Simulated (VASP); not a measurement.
A run of VASP 6.6.1:

The input INCAR:

```
SYSTEM = Rb
PREC = Accurate
ENCUT = 520
EDIFF = 1E-7
ISMEAR = 0
SIGMA = 0.15
LREAL = .False.
LASPH = .True.
NELM = 80
ALGO = Fast
ISIF = 2
LWAVE = .False.
LCHARG = .False.
GGA = PS
NBANDS = 10
```

The input KPOINTS:

```
Automatic mesh
0
Gamma
  14 14 14
  0 0 0
```

The input POSCAR:

```
Rb
1.0
   -4.1245615437      2.9461153883      2.9461153883
    2.9461153883     -4.1245615437      2.9461153883
    2.9461153883      2.9461153883     -4.1245615437
Rb
1
Direct
    0.0000000000      0.0000000000      0.0000000000
```

Potentials or basis: VASP PAW PBE potentials, release 64 (Rb_sv).

Command:

```bash
$ cat potpaw_PBE.64/Rb_sv/POTCAR > POTCAR
$ mpirun -np 1 vasp_std > vasp.out
```

Hardware: 1 thread of Intel Xeon 8259CL (shared host).

**Question.** How long does it take, and how much memory?

**Answer.** Run time: 18 min on 1 thread of Intel Xeon 8259CL, with other jobs on the host, peak memory 0.48 GiB. Counts: scf iterations 18, k points 288.
